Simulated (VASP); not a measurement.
Input of a VASP 6.6.1 run:

INCAR

```
SYSTEM = HfPb5O2
PREC = Accurate
ENCUT = 600
EDIFF = 1E-6
ISMEAR = 0
SIGMA = 0.2
LREAL = .False.
LASPH = .True.
NELM = 120
ALGO = Normal
ISIF = 2
LWAVE = .False.
LCHARG = .False.
GGA = PE
NBANDS = 56
GGA_COMPAT = .False.
```

Contents of KPOINTS:

```
Automatic mesh
0
Gamma
  5 5 2
  0 0 0
```

File POSCAR:

```
HfPb5O2
1.0
    3.4768243826      0.0000000000      0.0000000000
    0.0000000000      3.4768243826      0.0000000000
    0.0000000000      0.0000000000     18.6228166721
Hf Pb O
1 5 2
Direct
    0.0000000000      0.0000000000      0.0000000000
    0.5000000000      0.5000000000      0.2231608582
    0.5000000000      0.5000000000      0.7768391418
    0.0000000000      0.0000000000      0.6423307507
    0.5000000000      0.5000000000      0.5000000000
    0.0000000000      0.0000000000      0.3576692493
    0.5000000000      0.0000000000      0.9496994099
    0.0000000000      0.5000000000      0.0503005901
```

Potentials or basis: VASP PAW PBE potentials, release 64 (Hf_pv, Pb_d, O).

Run with:

```sh
$ cat potpaw_PBE.64/Hf_pv/POTCAR potpaw_PBE.64/Pb_d/POTCAR potpaw_PBE.64/O/POTCAR > POTCAR
$ mpirun -np 1 vasp_std > vasp.out
```

Predict the largest force.

0.137 eV/Å.

What does it give for the band gap on the k mesh?

Zero (bands 46 and 47 overlap by 3.32 eV).

Predict the pressure.

-0.2 GPa.

Forces on the atoms (eV/Å):
```
Hf   0.000  0.000  0.000
Pb   0.000  0.000 -0.017
Pb   0.000  0.000  0.017
Pb   0.000  0.000  0.015
Pb   0.000  0.000  0.000
Pb   0.000  0.000 -0.015
O    0.000  0.000  0.137
O    0.000  0.000 -0.137
```

Caveat: the k points lie up to 0.36 Å⁻¹ apart, too coarse for converged energies and pressures of a metal; spin-orbit coupling is left out, which moves the levels of the heavy elements.
